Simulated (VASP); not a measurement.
LaBe13, 28 atoms in the cell. The structure is cubic, space group Fm-3c (No. 226). The conventional cell has a = 10.408 Å, b = 10.408 Å, c = 10.408 Å, α = 90.00°, β = 90.00°, γ = 90.00°. La (site symmetry 432) has 24 Be at 3.07 Å within 4.0 Å. Be (site symmetry m-3) has 12 Be at 2.16 Å within 2.9 Å. Be (site symmetry m) has 10 Be at 2.16 to 2.32 Å within 2.9 Å. 

| Item | Value |
| --- | --- |
| Program | VASP 6.6.1 |
| Task | single point |
| Functional | r2SCAN |
| Potentials or basis | VASP PAW PBE potentials, release 64 (La, Be) |
| Cutoff | 520 eV |
| k mesh | 6 × 6 × 6 |
| Occupations | gaussian, width 0.1 eV |
| Spin | no spin polarisation |
| Dipole correction | no |
| Further INCAR settings | LREAL = Auto; ALGO = Normal; EDIFF = 1e-06; NBANDS = 57 |

Potentials or basis: VASP PAW PBE potentials, release 64 (La, Be).

The run is started by

```console
$ cat potpaw_PBE.64/La/POTCAR potpaw_PBE.64/Be/POTCAR > POTCAR
$ cp INCAR.step1 INCAR
$ mpirun -np 1 vasp_std > vasp.out
$ cp INCAR.step2 INCAR
$ mpirun -np 1 vasp_std > vasp.out
```

Hardware: 1 thread of Intel(R) Xeon(R) Platinum 8259CL CPU @ 2.50GHz (Skylake/Cascade Lake), on a shared host.

Q: Estimate the wall time of this run.

A: Run time: 39 min on 1 thread of Intel(R) Xeon(R) Platinum 8259CL CPU @ 2.50GHz (Skylake/Cascade Lake), on a shared host, peak memory 0.57 GiB. Counts: k points 16.
